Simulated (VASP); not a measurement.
# P (R-3m) in VASP: settings compared

The runs below take P through single point, with PBE-based screened hybrid with 25 % exact exchange, r2SCAN0, LDA.

Everything below comes from runs of VASP 6.6.1. Logs are shortened: lines on timing, memory, paths and dates and some standing lists are left out, and cuts for length are marked.

## 1. The cell of the first run

Symmetry: R-3m, No. 166, trigonal system. Conventional cell: a = 3.357 Å, b = 3.357 Å, c = 9.132 Å, α = 90.00°, β = 90.00°, γ = 120.00°. P (site symmetry 3m) has 6 P at 2.23 to 2.74 Å within 2.9 Å.

## 2. Single point, PBE-based screened hybrid with 25 % exact exchange (14.85 Å³/atom)

Input file POSCAR:

```
P
1.0
    1.6784210250      0.9690368306      3.0438918100
   -1.6784210250      0.9690368306      3.0438918100
    0.0000000000     -1.9380736612      3.0438918100
P
2
Direct
    0.7729197500      0.7729197500      0.7729197500
    0.2270802500      0.2270802500      0.2270802500
```

Input file INCAR.step1:

```
SYSTEM = P
ALGO = Normal
EDIFF = 1E-5
ENCUT = 400
GGA = PE
GGA_COMPAT = .False.
ISIF = 2
ISMEAR = 1
LASPH = .True.
LCHARG = .False.
LREAL = .False.
LWAVE = .True.
NBANDS = 12
NELM = 120
PREC = Accurate
SIGMA = 0.1
```

Input file INCAR.step2:

```
SYSTEM = P
AEXX = 0.25
ALGO = Normal
EDIFF = 1E-6
ENCUT = 400
GGA = PE
GGA_COMPAT = .False.
HFSCREEN = 0.3
ISIF = 2
ISMEAR = 1
ISTART = 1
LASPH = .True.
LCHARG = .False.
LHFCALC = .True.
LREAL = .False.
LWAVE = .False.
NBANDS = 12
NELM = 120
PREC = Accurate
PRECFOCK = Normal
SIGMA = 0.1
```

Input file KPOINTS:

```
k-points
0
Gamma
  6 6 6
  0 0 0
```

Potentials or basis: VASP PAW PBE potentials, release 64 (P).

Launch:

```sh
$ cat potpaw_PBE.64/P/POTCAR > POTCAR
$ cp INCAR.step1 INCAR
$ mpirun -np 1 vasp_std > vasp.out
$ cp INCAR.step2 INCAR
$ mpirun -np 1 vasp_std > vasp.out
```

OUTCAR:

```text
SYSTEM = P
   AEXX = 0.25
   EDIFF = 1E-6
   ENCUT = 400
   GGA = PE
   HFSCREEN = 0.3
   ISIF = 2
   ISMEAR = 1
   ISTART = 1
   LASPH = .True.
   LHFCALC = .True.
   LREAL = .False.
   NELM = 120
   PREC = Accurate
   PRECFOCK = Normal

 ion  position               nearest neighbor table
   1  0.773  0.773  0.773-   2 2.23   2 2.23   2 2.23   2 2.74   2 2.74   2 2.74
   2  0.227  0.227  0.227-   1 2.23   1 2.23   1 2.23   1 2.74   1 2.74   1 2.74

  LATTYP: Found a trigonal (rhomboedric) cell.
 ALAT       =     3.6085186527
 COS(alpha) =     0.5673129385

  Lattice vectors:

 A1 = (   1.6784210250,   0.9690368306,   3.0438918100)
 A2 = (  -1.6784210250,   0.9690368306,   3.0438918100)
 A3 = (   0.0000000000,  -1.9380736612,   3.0438918100)

Analysis of symmetry for initial positions (statically):
=====================================================================
 Subroutine PRICEL returns:
 Original cell was already a primitive cell.

 Routine SETGRP: Setting up the symmetry group for a
 trigonal (rhombohedral) supercell.

 Subroutine GETGRP returns: Found 12 space group operations
 (whereof 12 operations were pure point group operations)
 out of a pool of 12 trial point group operations.

The static configuration has the point symmetry D_3d.

Analysis of symmetry for dynamics (positions and initial velocities):
=====================================================================
 Subroutine PRICEL returns:
 Original cell was already a primitive cell.

 Routine SETGRP: Setting up the symmetry group for a
 trigonal (rhombohedral) supercell.

 Subroutine GETGRP returns: Found 12 space group operations
 (whereof 12 operations were pure point group operations)
 out of a pool of 12 trial point group operations.

The dynamic configuration has the point symmetry D_3d.

 Subroutine INISYM returns: Found 12 space group operations
 (whereof 12 operations are pure point group operations),
 and found     1 'primitive' translations

----------------------------------------------------------------------------------------

                                     Primitive cell

  volume of cell :      29.7045

  direct lattice vectors                    reciprocal lattice vectors
     1.678421025  0.969036831  3.043891810     0.297899033  0.171992087  0.109508929
    -1.678421025  0.969036831  3.043891810    -0.297899033  0.171992087  0.109508929
     0.000000000 -1.938073661  3.043891810     0.000000000 -0.343984174  0.109508929

  length of vectors
     3.608518653  3.608518653  3.608518653     0.360994899  0.360994899  0.360994899

  position of ions in fractional coordinates (direct lattice)
     0.772919750  0.772919750  0.772919750
     0.227080250  0.227080250  0.227080250

  ion indices of the primitive-cell ions
   primitive index   ion index
                 1           1
                 2           2

----------------------------------------------------------------------------------------

 KPOINTS: k-points

Automatic generation of k-mesh.
 Grid dimensions read from file:
 generate k-points for:    6    6    6

 Generating k-lattice:

  Cartesian coordinates                     Fractional coordinates (reciprocal lattice)
     0.049649839  0.028665348  0.018251488     0.166666667  0.000000000  0.000000000
    -0.049649839  0.028665348  0.018251488     0.000000000  0.166666667  0.000000000
     0.000000000 -0.057330696  0.018251488     0.000000000  0.000000000  0.166666667

  Length of vectors
     0.060165817  0.060165817  0.060165817

  Shift w.r.t. Gamma in fractional coordinates (k-lattice)
     0.000000000  0.000000000  0.000000000

 Subroutine IBZKPT returns following result:
 ===========================================

 Found     32 irreducible k-points:

 Following reciprocal coordinates:
            Coordinates               Weight
  0.000000  0.000000  0.000000      1.000000
  0.166667  0.000000  0.000000      6.000000
  0.333333  0.000000  0.000000      6.000000
  0.500000  0.000000  0.000000      3.000000
  0.166667  0.166667  0.000000      6.000000
  0.333333  0.166667 -0.000000     12.000000
[... 16 lines left out ...]
  0.500000  0.500000  0.166667      6.000000
 -0.333333  0.500000  0.166667     12.000000
 [... further k-points ...]
   k-points           NKPTS =     32   k-points in BZ     NKDIM =    216   number of bands    NBANDS=     12
   number of dos      NEDOS =    301   number of ions     NIONS =      2
   total plane-waves  NPLWV =  13824
   dimension x,y,z NGX =    24 NGY =   24 NGZ =   24
   dimension x,y,z NGXF=    48 NGYF=   48 NGZF=   48
   ions per type =               2
   NGX,Y,Z   is equivalent  to a cutoff of  11.06, 11.06, 11.06 a.u.
   NGXF,Y,Z  is equivalent  to a cutoff of  22.11, 22.11, 22.11 a.u.
 SYSTEM =  P
   PREC   = accura    normal or accurate (medium, high low for compatibility)
   ISTART =      1    job   : 0-new  1-cont  2-samecut
   ICHARG =      0    charge: 1-file 2-atom 10-const
   ISPIN  =      1    spin polarized calculation?
   LNONCOLLINEAR =      F non collinear calculations
   LSORBIT =      F    spin-orbit coupling
   LASPH  =      T    aspherical Exc in radial PAW
   ENCUT  =  400.0 eV  29.40 Ry    5.42 a.u.   5.88  5.88  5.88*2*pi/ulx,y,z
   NELM   =    120;   NELMIN=  2; NELMDL=  0     # of ELM steps
   EDIFF  = 0.1E-05   stopping-criterion for ELM
   LREAL  =      F    real-space projection
   EDIFFG = 0.1E-04   stopping-criterion for IOM
   NSW    =      0    number of steps for IOM
   IBRION =     -1    ionic relax: 0-MD 1-quasi-New 2-CG
   NFREE  =      0    steps in history (QN), initial steepest desc. (CG)
   ISIF   =      2    stress and relaxation
   ISYM   =      3    0-nonsym 1-usesym 2-fastsym
   POTIM  = 0.5000    time-step for ionic-motion
   TEBEG  =    0.0;   TEEND  =   0.0 temperature during run
   PSTRESS=    0.0 pullay stress
   NELECT =      10.0000    total number of electrons
   NUPDOWN=      -1.0000    fix difference up-down
   EMIN   =  10.00;   EMAX   =-10.00  energy-range for DOS
   EFERMI =   0.00;   METHOD = LEGACY
   ISMEAR =     1;   SIGMA  =   0.10  broadening in eV -4-tet -1-fermi 0-gaus
   EFERMI_NEDOS =   21; number of points for ismear=-14 and -15
   IALGO  =     38    algorithm
   IMIX   =      1    mixing-type and parameters
     AMIX     =   0.40;   BMIX     =  1.00
     AMIX_MAG =   1.60;   BMIX_MAG =  1.00
  volume/ion in A,a.u.               =      14.85       100.23
  Fermi-wavevector in a.u.,A,eV,Ry     =   1.138853  2.152120 17.646563  1.296986
  Thomas-Fermi vector in A             =   2.275557
   LORBIT       =      0    0 simple, 1 ext, 2 COOP (PROOUT), +10 PAW based schemes
   GGA     = PE    functional components
   LHFCALC =     T    Hartree Fock is set to
   PRECFOCK=normal    Normal, Fast or Accurate (Low or Medium for compatibility)
   ENCUT4O =  -1.0   cutoff for four orbital integrals eV
   NKREDX  =     1    reduce k-point grid by
   NKREDY  =     1    reduce k-point grid by
   NKREDZ  =     1    reduce k-point grid by
   AEXX    =    0.2500 exact exchange contribution
   HFSCREEN=    0.3000 screening length (either q_TF or 0.3 A-1)
   HFSCREENC=   0.3000 screening length for correlation (either q_TF or 0.3 A-1)
   ENCUTFOCK=  -1.0 apply spherical cutoff to Coloumb kernel
   IVDW    =     0    specifies the selected vdW correction
   LEPSILON=     F    determine dielectric tensor
   LRPA    =     F    only Hartree local field effects (RPA)
 non-spin polarized calculation
 Methfessel and Paxton  Order N= 1 SIGMA  =   0.10
  energy-cutoff  :      400.00
  volume of cell :       29.70
 maximum number of plane-waves:       562
  NGX = 18; NGY = 18; NGZ = 18

 number of electron      10.0000001 magnetization

 Free energy of the ion-electron system (eV)
  ---------------------------------------------------
  ext. energy  EPLUGINS =         0.00000000
  ---------------------------------------------------
  free energy    TOTEN  =       -12.27717908 eV

  energy without entropy =      -12.27749068  energy(sigma->0) =      -12.27728295

 E-fermi :  10.4469     XC(G=0):  -9.3296

 val. band max:       10.2675927420   @ k =   0.5000   0.0000   0.0000
 cond. band min:      10.4805793300   @ k =   0.3333   0.3333   0.0000
 fundamental gap:      0.2129865880
 Fermi energy:        10.4469028151

 k-point     1 :       0.0000    0.0000    0.0000
  band No.  band energies     occupation
      1      -9.1183      2.00000
      2       6.2621      2.00000
      3       6.6506      2.00000
      4       6.6506      2.00000
      5       6.7563      2.00000
      6      11.9465     -0.00000
      7      13.2570      0.00000
      8      13.2570      0.00000
      9      16.5284      0.00000
     10      16.5284      0.00000
     11      17.7480      0.00000
     12      17.7480      0.00000

 k-point     2 :       0.1667    0.0000    0.0000
  band No.  band energies     occupation
      1      -8.5906      2.00000
      2       3.1701      2.00000
      3       6.0424      2.00000
      4       6.2718      2.00000
      5       8.3411      2.00000
      6      12.3232     -0.00000
      7      12.9290      0.00000
      8      13.3837      0.00000
      9      14.9932      0.00000
     10      15.7767      0.00000
     11      16.3528      0.00000
     12      21.0715      0.00000

 k-point     3 :       0.3333    0.0000    0.0000
  band No.  band energies     occupation
      1      -7.0324      2.00000
      2      -0.8282      2.00000
      3       5.7100      2.00000
      4       5.8978      2.00000
      5       9.1038      2.00000
      6      10.8266     -0.00000
      7      11.3722     -0.00000
      8      11.4541     -0.00000
      9      17.1567      0.00000
     10      18.6777      0.00000
     11      18.7167      0.00000
     12      25.0931      0.00000
[... 286 lines left out ...]
 k-point    23 :       0.5000    0.5000    0.1667
  band No.  band energies     occupation
      1      -5.5157      2.00000
      2      -0.6294      2.00000
      3       0.9666      2.00000
      4       4.1116      2.00000
      5       5.7909      2.00000
      6      11.2747     -0.00000
      7      15.3258      0.00000
      8      18.1864      0.00000
      9      18.7486      0.00000
     10      21.8680      0.00000
     11      22.1891      0.00000
     12      22.4379      0.00000

 k-point    24 :      -0.3333    0.5000    0.1667
  band No.  band energies     occupation
      1      -4.2632      2.00000
      2      -1.8632      2.00000
      3       1.0006      2.00000
      4       2.2037      2.00000
      5       6.9953      2.00000
      6      12.5136      0.00000
      7      13.5964      0.00000
      8      17.9997      0.00000
      9      18.7158      0.00000
     10      20.0548      0.00000
     11      23.1253      0.00000
     12      24.4889      0.00000

 [... further k-points ...]
[... 5 lines left out ...]
  --------------------------------------------------------------------------------------
  -------------------------------------------------------------------------------------
  Total        1.5590703      1.5590703      0.9488506      0.0000000      0.0000000      0.0000000
  in kB       84.0919875     84.0919875     51.1784085      0.0000000      0.0000000      0.0000000
  external PRESSURE =      73.1207945 kB  Pullay stress =       0.0000000 kB

 VOLUME and BASIS-vectors are now :
 -----------------------------------------------------------------------------
  energy-cutoff  :      400.00
  volume of cell :       29.70
      direct lattice vectors                 reciprocal lattice vectors
     1.678421025  0.969036831  3.043891810     0.297899033  0.171992087  0.109508929
    -1.678421025  0.969036831  3.043891810    -0.297899033  0.171992087  0.109508929
     0.000000000 -1.938073661  3.043891810     0.000000000 -0.343984174  0.109508929

 POSITION                                       TOTAL-FORCE (eV/Angst)
 -----------------------------------------------------------------------------------
      0.00000      0.00000      7.05805         0.000000     -0.000000     -0.212143
      0.00000      0.00000      2.07362         0.000000      0.000000      0.212143
 -----------------------------------------------------------------------------------
    total drift:                               -0.000000     -0.000000      0.000000

  FREE ENERGIE OF THE ION-ELECTRON SYSTEM (eV)
  ---------------------------------------------------
  free  energy   TOTEN  =       -12.2771790822 eV

  energy  without entropy=      -12.2774906834  energy(sigma->0) =      -12.27728295
```

Wall time 17 min (1 thread of Intel Xeon Platinum 8259CL at 2.50GHz (Skylake/Cascade Lake), shared host); peak memory 0.24 GiB.

Results:

```yaml
Free_energy: -12.2772 eV
Pressure: 7.3 GPa
Largest_force: 0.212 eV/Å
Band_gap_on_the_k_mesh: zero (bands 5 and 6 overlap by 0.84 eV)
```

Forces on the atoms (eV/Å):
```
P    0.000  0.000 -0.212
P    0.000  0.000  0.212
```

Levels at points of the mesh, in eV from the Fermi level:
```csv
k point,band 3,band 4,band 5,band 6,band 7,band 8
"(0.00, 0.00, 0.00)",-3.80,-3.80,-3.69,1.50,2.81,2.81
"(0.50, 0.00, 0.00)",-4.96,-4.45,-1.30,-0.18,0.11,0.29
"(0.50, 0.50, 0.00)",-8.18,-6.88,-6.81,-0.53,7.23,8.61
"(0.50, 0.50, 0.50)",-3.76,-3.76,-0.43,-0.43,0.54,2.54
```

Caveat: the k points lie up to 0.38 Å⁻¹ apart, too coarse for converged energies and pressures of a metal; the PAW data sets were made with another functional, which shifts forces and pressure a little.

## 3. Single point, r2SCAN0

This run uses another cell than the first one, of 16.14 Å³/atom.

Input file POSCAR:

```
P
1.0
    1.7257251800      0.9963478972      3.1296800133
   -1.7257251800      0.9963478972      3.1296800133
    0.0000000000     -1.9926957944      3.1296800133
P
2
Direct
    0.7729197500      0.7729197500      0.7729197500
    0.2270802500      0.2270802500      0.2270802500
```

Input file INCAR.step1:

```
SYSTEM = P
PREC     = Accurate       ! precision mode
ENCUT    = 440            ! plane-wave cutoff, eV
EDIFF    = 1E-5           ! SCF threshold, eV
ISMEAR   = -1             ! smearing method
SIGMA    = 0.01           ! smearing width, eV
LREAL    = .False.        ! projectors in reciprocal space
LASPH    = .True.         ! aspherical terms in the spheres
NELM     = 120            ! most SCF steps
ALGO     = Normal         ! electronic algorithm
ISIF     = 2              ! what is computed and relaxed
LWAVE    = .True.         ! write WAVECAR
NBANDS   = 12             ! bands
GGA      = PE             ! functional
GGA_COMPAT= .False.
```

Input file INCAR.step2:

```
SYSTEM = P
PREC     = Accurate       ! precision mode
ENCUT    = 440            ! plane-wave cutoff, eV
EDIFF    = 1E-6           ! SCF threshold, eV
ISMEAR   = -1             ! smearing method
SIGMA    = 0.01           ! smearing width, eV
LREAL    = .False.        ! projectors in reciprocal space
LASPH    = .True.         ! aspherical terms in the spheres
NELM     = 120            ! most SCF steps
ALGO     = Normal         ! electronic algorithm
ISIF     = 2              ! what is computed and relaxed
LWAVE    = .False.        ! write WAVECAR
LCHARG   = .True.         ! write CHGCAR
METAGGA  = R2SCAN         ! meta-GGA
LHFCALC  = .True.         ! exact exchange
AEXX     = 0.25           ! exact-exchange fraction
LMIXTAU  = .True.       
PRECFOCK = Normal       
LELF     = .True.         ! ELF
LVHAR    = .True.       
NBANDS   = 12             ! bands
ISTART   = 1            
GGA_COMPAT= .False.
```

Input file KPOINTS:

```
regular mesh
0
Gamma
  6 6 6
  0 0 0
```

Potentials or basis: VASP PAW PBE potentials, release 64 (P).

Launch:

```sh
$ cat potpaw_PBE.64/P/POTCAR > POTCAR
$ cp INCAR.step1 INCAR
$ mpirun -np 1 vasp_std > vasp.out
$ cp INCAR.step2 INCAR
$ mpirun -np 1 vasp_std > vasp.out
```

It took 24 min on 1 thread of Intel Xeon Platinum 8259CL at 2.50GHz (Skylake/Cascade Lake), shared host; peak memory 0.17 GiB.

The run converged. Its results:

```yaml
Free_energy: -19.1998 eV
Pressure: -3.0 GPa
Largest_force: 0.588 eV/Å
Band_gap_on_the_k_mesh: zero (bands 5 and 6 overlap by 0.96 eV)
```

Forces in eV/Å, atoms in the order of the input:
```
P    0.000  0.000  0.588
P    0.000  0.000 -0.588
```

Stress tensor (GPa, compression positive):
```
-3.22  0.00  0.00
 0.00 -3.22  0.00
 0.00  0.00 -2.67
```

Levels at points of the mesh, in eV from the Fermi level:
```csv
k point,band 2,band 3,band 4,band 5,band 6,band 7,band 8,band 9
"(0.00, 0.00, 0.00)",-5.03,-4.79,-4.46,-4.46,1.67,3.11,3.11,6.55
"(0.50, 0.00, 0.00)",-14.81,-5.53,-5.03,-1.76,-0.59,0.28,0.61,9.68
"(0.50, 0.50, 0.00)",-12.63,-8.94,-7.36,-7.34,-0.27,7.12,8.57,9.64
"(0.50, 0.50, 0.50)",-13.71,-4.33,-4.33,-0.74,-0.74,0.36,2.42,9.85
```

Caveat: the k points lie up to 0.37 Å⁻¹ apart, too coarse for converged energies and pressures of a metal; the PAW data sets were made with another functional, which shifts forces and pressure a little.

## 4. Single point, LDA

This run uses another cell than the first one, of 16.14 Å³/atom.

Input file INCAR:

```
SYSTEM = P
PREC = Accurate ; ENCUT = 520
EDIFF = 1E-7 ; ISMEAR = -1
SIGMA = 0.05 ; LREAL = .False.
LASPH = .True. ; NELM = 60
ALGO = Normal ; ISIF = 2
LWAVE = .False. ; LCHARG = .False.
NBANDS = 12
```

Input file KPOINTS:

```
regular mesh
0
Gamma
  9 9 9
  0 0 0
```

Input file POSCAR:

```
P
1.0
    1.7257251780      0.9963478961      3.1296800121
   -1.7257251780      0.9963478961      3.1296800121
    0.0000000000     -1.9926957921      3.1296800121
P
2
Direct
    0.7729197500      0.7729197500      0.7729197500
    0.2270802500      0.2270802500      0.2270802500
```

Potentials or basis: VASP PAW LDA potentials, release 64 (P).

Launch:

```sh
$ cat potpaw_LDA.64/P/POTCAR > POTCAR
$ mpirun -np 1 vasp_std > vasp.out
```

Wall time 17 s (1 thread of Intel Xeon Platinum 8375C at 2.90GHz (Ice Lake), shared host); peak memory 0.14 GiB.

It converged, with:

- Free energy: -12.1063 eV
- Pressure: -3.2 GPa
- Largest force: 0.156 eV/Å
- Band gap on the k mesh: zero (bands 5 and 6 overlap by 0.73 eV)

Forces in eV/Å, atoms in the order of the input:
```
P    0.000  0.000 -0.156
P    0.000  0.000  0.156
```

Stress tensor (GPa, compression positive):
```
-2.76  0.00  0.00
 0.00 -2.76  0.00
 0.00  0.00 -4.15
```

Levels at points of the mesh, in eV from the Fermi level:
```csv
k point,band 1,band 2,band 3,band 4,band 5,band 6,band 7,band 8,band 9,band 10
"(0.00, 0.00, 0.00)",-16.50,-3.64,-3.16,-2.90,-2.90,1.27,2.59,2.59,5.75,5.75
```

Caveat: the cell stands under tension.

## 5. Overview

| level | potentials or basis | cell | k mesh | cutoff (eV) | smearing | grid for exact exchange (PRECFOCK) | share of exact exchange | screening parameter | gap on the mesh (eV) | pressure (GPa) | largest force (eV/Å) |
| --- | --- | --- | --- | --- | --- | --- | --- | --- | --- | --- | --- |
| PBE-based screened hybrid with 25 % exact exchange | VASP PAW PBE potentials, release 64 (P) | a = 3.609 Å, angles 55.4°, 2 atoms | 6 × 6 × 6 | 400 | methfessel-paxton 0.1 eV | Normal | 0.25 | 0.3 1/Å | none | 7.3 | 0.21 |
| r2SCAN0 | VASP PAW PBE potentials, release 64 (P) | a = 3.710 Å, angles 55.4°, 2 atoms | 6 × 6 × 6 | 440 | fermi-dirac 0.01 eV | Normal | 0.25 | - | none | -3.0 | 0.59 |
| LDA | VASP PAW LDA potentials, release 64 (P) | a = 3.710 Å, angles 55.4°, 2 atoms | 9 × 9 × 9 | 520 | fermi-dirac 0.05 eV | - | - | - | none | -3.2 | 0.16 |

Alike in all rows: task single point; no spin polarisation.

Caveats: some runs use coarse meshes; the PAW data sets were made with another functional, which shifts forces and pressure a little (at least some runs); the cell stands under tension (at least some runs).

Absolute energies hang on the potentials; compare differences alone.
